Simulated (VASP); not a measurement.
# Al3GaN4 (P-43m) in VASP: a series of runs

The runs below take Al3GaN4 through single point, relaxation of the atoms, with PBEsol.

Everything below comes from runs of VASP 6.6.1. Logs are shortened: lines on timing, memory, paths and dates and some standing lists are left out, and cuts for length are marked.

## Step 1: The cell of the first run

It takes space group P-43m (No. 215, cubic). The conventional cell has a = 4.378 Å, b = 4.378 Å, c = 4.378 Å, α = 90.00°, β = 90.00°, γ = 90.00°. Al (site symmetry -42m) has 4 N at 1.88 Å within 2.5 Å. Ga (site symmetry -43m) has 4 N at 1.94 Å within 2.6 Å. Within 2.5 Å of N (site symmetry 3m) lie 3 Al at 1.88 Å and 1 Ga at 1.94 Å.

## Step 2: Single point, PBEsol (10.49 Å³/atom)

INCAR

```
  PREC = Accurate
  ENCUT = 520
  EDIFF = 1E-6
  ISMEAR = 0
  SIGMA = 0.01
  LREAL = F
  LASPH = T
  NELM = 60
  ALGO = Normal
  ISIF = 2
  LWAVE = F
  LCHARG = F
  GGA = PS
  NBANDS = 31
```

KPOINTS

```
Automatic mesh
0
Gamma
  6 6 6
```

POSCAR

```
Al3GaN4
1.0
    4.3776039098      0.0000000000      0.0000000000
    0.0000000000      4.3776039098      0.0000000000
    0.0000000000      0.0000000000      4.3776039098
Al Ga N
3 1 4
Direct
    0.5000000000      0.5000000000      0.0000000000
    0.5000000000      0.0000000000      0.5000000000
    0.0000000000      0.5000000000      0.5000000000
    0.0000000000      0.0000000000      0.0000000000
    0.7446865843      0.7446865843      0.2553134157
    0.7446865843      0.2553134157      0.7446865843
    0.2553134157      0.7446865843      0.7446865843
    0.2553134157      0.2553134157      0.2553134157
```

Potentials or basis: VASP PAW PBE potentials, release 64 (Al, Ga_d, N).

The run is started by

```sh
$ cat potpaw_PBE.64/Al/POTCAR potpaw_PBE.64/Ga_d/POTCAR potpaw_PBE.64/N/POTCAR > POTCAR
$ mpirun -np 1 vasp_std > vasp.out
```

OUTCAR:

```text
PREC = Accurate
   ENCUT = 520
   EDIFF = 1E-6
   ISMEAR = 0
   LREAL = F
   LASPH = T
   NELM = 60
   ISIF = 2
   GGA = PS

 ion  position               nearest neighbor table
   1  0.500  0.500  0.000-   5 1.88   6 1.88   7 1.88   8 1.88   3 3.10   4 3.10   2 3.10   2 3.10
                             3 3.10   2 3.10   4 3.10   2 3.10   3 3.10   4 3.10   3 3.10   4 3.10
   2  0.500  0.000  0.500-   5 1.88   6 1.88   7 1.88   8 1.88   3 3.10   4 3.10   1 3.10   1 3.10
                             4 3.10   1 3.10   3 3.10   1 3.10   3 3.10   4 3.10   4 3.10   3 3.10
   3  0.000  0.500  0.500-   5 1.88   6 1.88   7 1.88   8 1.88   2 3.10   4 3.10   1 3.10   1 3.10
                             4 3.10   2 3.10   4 3.10   4 3.10   1 3.10   2 3.10   1 3.10   2 3.10
   4  0.000  0.000  0.000-   5 1.94   6 1.94   7 1.94   8 1.94   2 3.10   3 3.10   1 3.10   2 3.10
                             3 3.10   1 3.10   3 3.10   3 3.10   1 3.10   2 3.10   2 3.10   1 3.10
   5  0.745  0.745  0.255-   1 1.88   2 1.88   3 1.88   4 1.94
   6  0.745  0.255  0.745-   1 1.88   2 1.88   3 1.88   4 1.94
   7  0.255  0.745  0.745-   1 1.88   2 1.88   3 1.88   4 1.94
   8  0.255  0.255  0.255-   1 1.88   2 1.88   3 1.88   4 1.94

  LATTYP: Found a simple cubic cell.
 ALAT       =     4.3776039098

  Lattice vectors:

 A1 = (   4.3776039098,   0.0000000000,   0.0000000000)
 A2 = (   0.0000000000,   4.3776039098,   0.0000000000)
 A3 = (   0.0000000000,   0.0000000000,   4.3776039098)

Analysis of symmetry for initial positions (statically):
=====================================================================
 Subroutine PRICEL returns:
 Original cell was already a primitive cell.

 Routine SETGRP: Setting up the symmetry group for a
 simple cubic supercell.

 Subroutine GETGRP returns: Found 24 space group operations
 (whereof 24 operations were pure point group operations)
 out of a pool of 48 trial point group operations.

The static configuration has the point symmetry T_d .

Analysis of symmetry for dynamics (positions and initial velocities):
=====================================================================
 Subroutine PRICEL returns:
 Original cell was already a primitive cell.

 Routine SETGRP: Setting up the symmetry group for a
 simple cubic supercell.

 Subroutine GETGRP returns: Found 24 space group operations
 (whereof 24 operations were pure point group operations)
 out of a pool of 48 trial point group operations.

The dynamic configuration has the point symmetry T_d .

 Subroutine INISYM returns: Found 24 space group operations
 (whereof 24 operations are pure point group operations),
 and found     1 'primitive' translations

----------------------------------------------------------------------------------------

                                     Primitive cell

  volume of cell :      83.8898

  direct lattice vectors                    reciprocal lattice vectors
     4.377603910  0.000000000  0.000000000     0.228435468  0.000000000  0.000000000
     0.000000000  4.377603910  0.000000000     0.000000000  0.228435468  0.000000000
     0.000000000  0.000000000  4.377603910     0.000000000  0.000000000  0.228435468

  length of vectors
     4.377603910  4.377603910  4.377603910     0.228435468  0.228435468  0.228435468

  position of ions in fractional coordinates (direct lattice)
     0.500000000  0.500000000  0.000000000
     0.500000000  0.000000000  0.500000000
     0.000000000  0.500000000  0.500000000
     0.000000000  0.000000000  0.000000000
     0.744686584  0.744686584  0.255313416
     0.744686584  0.255313416  0.744686584
     0.255313416  0.744686584  0.744686584
     0.255313416  0.255313416  0.255313416

  ion indices of the primitive-cell ions
   primitive index   ion index
                 1           1
                 2           2
                 3           3
                 4           4
                 5           5
                 6           6
                 7           7
                 8           8

----------------------------------------------------------------------------------------

 KPOINTS: Automatic mesh

Automatic generation of k-mesh.
 Grid dimensions read from file:
 generate k-points for:    6    6    6

 Generating k-lattice:

  Cartesian coordinates                     Fractional coordinates (reciprocal lattice)
     0.038072578  0.000000000  0.000000000     0.166666667  0.000000000  0.000000000
     0.000000000  0.038072578  0.000000000     0.000000000  0.166666667  0.000000000
     0.000000000  0.000000000  0.038072578     0.000000000  0.000000000  0.166666667

  Length of vectors
     0.038072578  0.038072578  0.038072578

  Shift w.r.t. Gamma in fractional coordinates (k-lattice)
     0.000000000  0.000000000  0.000000000

 Subroutine IBZKPT returns following result:
 ===========================================

 Found     20 irreducible k-points:

 Following reciprocal coordinates:
            Coordinates               Weight
  0.000000  0.000000  0.000000      1.000000
  0.166667  0.000000  0.000000      6.000000
  0.333333  0.000000  0.000000      6.000000
  0.500000  0.000000  0.000000      3.000000
  0.166667  0.166667  0.000000     12.000000
  0.333333  0.166667  0.000000     24.000000
[... 12 lines left out ...]
  0.500000  0.500000  0.333333      6.000000
  0.500000  0.500000  0.500000      1.000000
   k-points           NKPTS =     20   k-points in BZ     NKDIM =     20   number of bands    NBANDS=     31
   number of dos      NEDOS =    301   number of ions     NIONS =      8
   total plane-waves  NPLWV =  46656
   dimension x,y,z NGX =    36 NGY =   36 NGZ =   36
   dimension x,y,z NGXF=    72 NGYF=   72 NGZF=   72
   ions per type =               3   1   4
   NGX,Y,Z   is equivalent  to a cutoff of  13.67, 13.67, 13.67 a.u.
   NGXF,Y,Z  is equivalent  to a cutoff of  27.34, 27.34, 27.34 a.u.
 SYSTEM =  unknown system
   PREC   = accura    normal or accurate (medium, high low for compatibility)
   ISTART =      0    job   : 0-new  1-cont  2-samecut
   ICHARG =      2    charge: 1-file 2-atom 10-const
   ISPIN  =      1    spin polarized calculation?
   LNONCOLLINEAR =      F non collinear calculations
   LSORBIT =      F    spin-orbit coupling
   LASPH  =      T    aspherical Exc in radial PAW
   ENCUT  =  520.0 eV  38.22 Ry    6.18 a.u.   8.14  8.14  8.14*2*pi/ulx,y,z
   NELM   =     60;   NELMIN=  2; NELMDL= -5     # of ELM steps
   EDIFF  = 0.1E-05   stopping-criterion for ELM
   LREAL  =      F    real-space projection
   EDIFFG = 0.1E-04   stopping-criterion for IOM
   NSW    =      0    number of steps for IOM
   IBRION =     -1    ionic relax: 0-MD 1-quasi-New 2-CG
   NFREE  =      0    steps in history (QN), initial steepest desc. (CG)
   ISIF   =      2    stress and relaxation
   ISYM   =      2    0-nonsym 1-usesym 2-fastsym
   POTIM  = 0.5000    time-step for ionic-motion
   TEBEG  =    0.0;   TEEND  =   0.0 temperature during run
   PSTRESS=    0.0 pullay stress
   NELECT =      42.0000    total number of electrons
   NUPDOWN=      -1.0000    fix difference up-down
   EMIN   =  10.00;   EMAX   =-10.00  energy-range for DOS
   EFERMI =   0.00;   METHOD = LEGACY
   ISMEAR =     0;   SIGMA  =   0.01  broadening in eV -4-tet -1-fermi 0-gaus
   EFERMI_NEDOS =   21; number of points for ismear=-14 and -15
   IALGO  =     38    algorithm
   IMIX   =      4    mixing-type and parameters
     AMIX     =   0.40;   BMIX     =  1.00
     AMIX_MAG =   1.60;   BMIX_MAG =  1.00
  volume/ion in A,a.u.               =      10.49        70.76
  Fermi-wavevector in a.u.,A,eV,Ry     =   1.299934  2.456520 22.991528  1.689830
  Thomas-Fermi vector in A             =   2.431166
   LORBIT       =      0    0 simple, 1 ext, 2 COOP (PROOUT), +10 PAW based schemes
   GGA     = PS    functional components
   LHFCALC =     F    Hartree Fock is set to
   AEXX    =    0.0000 exact exchange contribution
   IVDW    =     0    specifies the selected vdW correction
   LEPSILON=     F    determine dielectric tensor
   LRPA    =     F    only Hartree local field effects (RPA)
 non-spin polarized calculation
 Gauss-broadening in eV      SIGMA  =   0.01
  energy-cutoff  :      520.00
  volume of cell :       83.89
 maximum number of plane-waves:      2301
 NGX is ok and might be reduce to    36
   NGX = 17   NGY = 17   NGZ = 17

 number of electron      42.0000003 magnetization

 Free energy of the ion-electron system (eV)
  ---------------------------------------------------
  ext. energy  EPLUGINS =         0.00000000
  ---------------------------------------------------
  free energy    TOTEN  =       -59.92886493 eV

  energy without entropy =      -59.92886493  energy(sigma->0) =      -59.92886493

 E-fermi :   5.9011     XC(G=0): -11.4216

 val. band max:        5.8144606504   @ k =   0.1667   0.1667   0.0000
 cond. band min:       9.1439526828   @ k =   0.0000   0.0000   0.0000
 fundamental gap:      3.3294920324
 Fermi energy:         5.9011355480

 k-point     1 :       0.0000    0.0000    0.0000
  band No.  band energies     occupation
      1      -9.4726      2.00000
      2      -7.6199      2.00000
      3      -7.6199      2.00000
      4      -7.6199      2.00000
      5      -6.7806      2.00000
      6      -6.7806      2.00000
[... 23 lines left out ...]
     30      17.8284      0.00000
     31      17.8284      0.00000

 k-point     2 :       0.1667    0.0000    0.0000
  band No.  band energies     occupation
      1      -9.3412      2.00000
      2      -7.6859      2.00000
      3      -7.6271      2.00000
      4      -7.6271      2.00000
      5      -6.7790      2.00000
      6      -6.7753      2.00000
[... 23 lines left out ...]
     30      18.0255      0.00000
     31      18.0261      0.00000

 k-point     3 :       0.3333    0.0000    0.0000
  band No.  band energies     occupation
      1      -8.9713      2.00000
      2      -7.9417      2.00000
      3      -7.6414      2.00000
      4      -7.6414      2.00000
      5      -6.7758      2.00000
      6      -6.7607      2.00000
[... 567 lines left out ...]
     30      16.8138      0.00000
     31      16.8278      0.00000

 k-point    20 :       0.5000    0.5000    0.5000
  band No.  band energies     occupation
      1      -7.9949      2.00000
      2      -7.9949      2.00000
      3      -7.9949      2.00000
      4      -7.4631      2.00000
      5      -6.7385      2.00000
      6      -6.7385      2.00000
[... 23 lines left out ...]
     30      16.5784      0.00000
     31      16.6075      0.00000

------------------------ aborting loop because EDIFF is reached ----------------------------------------

  FORCE on cell =-STRESS in cart. coord.  units (eV):
  Direction    XX          YY          ZZ          XY          YZ          ZX
  --------------------------------------------------------------------------------------
  -------------------------------------------------------------------------------------
  Total        2.1413242      2.1413242      2.1413242      0.0000000     -0.0000000      0.0000000
  in kB       40.8962621     40.8962621     40.8962621      0.0000000     -0.0000000      0.0000000
  external PRESSURE =      40.8962621 kB  Pullay stress =       0.0000000 kB

 VOLUME and BASIS-vectors are now :
 -----------------------------------------------------------------------------
  energy-cutoff  :      520.00
  volume of cell :       83.89
      direct lattice vectors                 reciprocal lattice vectors
     4.377603910  0.000000000  0.000000000     0.228435468  0.000000000  0.000000000
     0.000000000  4.377603910  0.000000000     0.000000000  0.228435468  0.000000000
     0.000000000  0.000000000  4.377603910     0.000000000  0.000000000  0.228435468

 POSITION                                       TOTAL-FORCE (eV/Angst)
 -----------------------------------------------------------------------------------
      2.18880      2.18880      0.00000         0.000000      0.000000     -0.000000
      2.18880      0.00000      2.18880         0.000000      0.000000     -0.000000
      0.00000      2.18880      2.18880         0.000000     -0.000000     -0.000000
      0.00000      0.00000      0.00000         0.000000      0.000000     -0.000000
      3.25994      3.25994      1.11766         0.006198      0.006198     -0.006198
      3.25994      1.11766      3.25994         0.006198     -0.006198      0.006198
      1.11766      3.25994      3.25994        -0.006198      0.006198      0.006198
      1.11766      1.11766      1.11766        -0.006198     -0.006198     -0.006198
 -----------------------------------------------------------------------------------
    total drift:                                0.000000      0.000000      0.000000

  FREE ENERGIE OF THE ION-ELECTRON SYSTEM (eV)
  ---------------------------------------------------
  free  energy   TOTEN  =       -59.9288649279 eV

  energy  without entropy=      -59.9288649279  energy(sigma->0) =      -59.92886493
```

It took 36 s on 1 thread of Intel Xeon Platinum 8488C (Sapphire Rapids), shared host; peak memory 0.22 GiB.

Results:

- Free energy: -59.9289 eV
- Pressure: 4.1 GPa
- Largest force: 0.011 eV/Å
- Band gap on the k mesh: 3.33 eV

Forces in eV/Å, atoms in the order of the input:
```
Al   0.000  0.000  0.000
Al   0.000  0.000  0.000
Al   0.000  0.000  0.000
Ga   0.000  0.000  0.000
N    0.006  0.006 -0.006
N    0.006 -0.006  0.006
N   -0.006  0.006  0.006
N   -0.006 -0.006 -0.006
```

Caveat: the cell stands under pressure; the PAW data sets were made with another functional, which shifts forces and pressure a little. A k mesh can miss the band edges.

(Continued in part 2 of 2.)
